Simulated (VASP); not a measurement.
A run of VASP 6.6.1:

POSCAR

```
ZrTe2O4
1.0
    0.0000000000      4.0828050000      0.0000000000
    4.0828050000      0.0000000000      0.0000000000
    2.0414030000      2.0414030000     -6.5968700000
O Te Zr
4 2 1
Direct
    0.1720000000      0.1720000000      0.6560000000
    0.8280000000      0.8280000000      0.3440000000
    0.5000000000      0.0000000000      0.0000000000
    0.0000000000      0.5000000000      0.0000000000
    0.3524000000      0.3524000000      0.2952000000
    0.6476000000      0.6476000000      0.7048000000
    0.0000000000      0.0000000000      0.0000000000
```

INCAR.step1

```
SYSTEM = ZrTe2O4
PREC     = Accurate       ! precision mode
ENCUT    = 520            ! plane-wave cutoff, eV
EDIFF    = 1E-6           ! SCF threshold, eV
ISMEAR   = -1             ! smearing method
SIGMA    = 0.1            ! smearing width, eV
LREAL    = .FALSE.        ! projectors in reciprocal space
LASPH    = .TRUE.         ! aspherical terms in the spheres
NELM     = 60             ! most SCF steps
ALGO     = Normal         ! electronic algorithm
ISIF     = 2              ! what is computed and relaxed
LWAVE    = .FALSE.        ! write WAVECAR
LCHARG   = .TRUE.         ! write CHGCAR
LMAXMIX  = 4              ! l up to which the mixer works
GGA      = PE             ! functional
NBANDS   = 33             ! bands
```

The input KPOINTS.step1:

```
Automatic mesh
0
G
  9 9 9
  0 0 0
```

File INCAR.step2:

```
SYSTEM = ZrTe2O4
PREC     = Accurate       ! precision mode
ENCUT    = 520            ! plane-wave cutoff, eV
EDIFF    = 1E-6           ! SCF threshold, eV
ISMEAR   = -5             ! smearing method
SIGMA    = 0.1            ! smearing width, eV
LREAL    = .FALSE.        ! projectors in reciprocal space
LASPH    = .TRUE.         ! aspherical terms in the spheres
NELM     = 60             ! most SCF steps
ALGO     = Normal         ! electronic algorithm
ISIF     = 2              ! what is computed and relaxed
LWAVE    = .FALSE.        ! write WAVECAR
LCHARG   = .FALSE.        ! write CHGCAR
LMAXMIX  = 4              ! l up to which the mixer works
GGA      = PE             ! functional
LORBIT   = 11             ! projections on sites
NEDOS    = 1001           ! points of the DOS
ICHARG   = 11             ! starting density
```

KPOINTS.step2

```
Automatic mesh
0
G
  14 14 14
  0 0 0
```

Potentials or basis: VASP PAW PBE potentials, release 64 (O, Te, Zr_sv).

The run is started by

```sh
$ cat potpaw_PBE.64/O/POTCAR potpaw_PBE.64/Te/POTCAR potpaw_PBE.64/Zr_sv/POTCAR > POTCAR
$ cp INCAR.step1 INCAR
$ cp KPOINTS.step1 KPOINTS
$ mpirun -np 1 vasp_std > vasp.out
$ cp INCAR.step2 INCAR
$ cp KPOINTS.step2 KPOINTS
$ mpirun -np 1 vasp_std > vasp.out
```

Hardware: 1 thread of Intel(R) Xeon(R) Platinum 8559C (Emerald Rapids), on a shared host.

Task: How long does it take, and how much memory?

Result: It took 6 min on 1 thread of Intel(R) Xeon(R) Platinum 8559C (Emerald Rapids) (shared host), peak memory 0.73 GiB. Counts: k points 244.
